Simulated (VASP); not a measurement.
Input of a VASP 6.6.1 run:

The input INCAR:

```
PREC = Accurate
ENCUT = 500
EDIFF = 1E-6
ISMEAR = -1
SIGMA = 0.05
LREAL = F
LASPH = T
NELM = 120
ALGO = Normal
ISIF = 2
LWAVE = F
LCHARG = F
NBANDS = 22
GGA_COMPAT = F
```

The input KPOINTS:

```
regular mesh
0
Gamma
  6 6 6
```

The input POSCAR:

```
GaSb3
1.0
    0.0000000000      3.8037624973      3.8037624973
    3.8037624973      0.0000000000      3.8037624973
    3.8037624973      3.8037624973      0.0000000000
Sb Ga
3 1
Direct
    0.5000000000      0.5000000000      0.5000000000
    0.7500000000      0.7500000000      0.7500000000
    0.2500000000      0.2500000000      0.2500000000
    0.0000000000      0.0000000000      0.0000000000
```

Potentials or basis: VASP PAW LDA potentials, release 64 (Sb, Ga_d).

Command:

```console
$ cat potpaw_LDA.64/Sb/POTCAR potpaw_LDA.64/Ga_d/POTCAR > POTCAR
$ mpirun -np 1 vasp_std > vasp.out
```

(1) Estimate the pressure.

(2) What does it give for the band gap on the k mesh?

Results:

(1) -6.6 GPa.

(2) zero (band 14 reaches 7.79 eV, above the bottom of band 15 at 4.42 eV).

Caveat: spin-orbit coupling is left out, which moves the levels of the heavy elements.
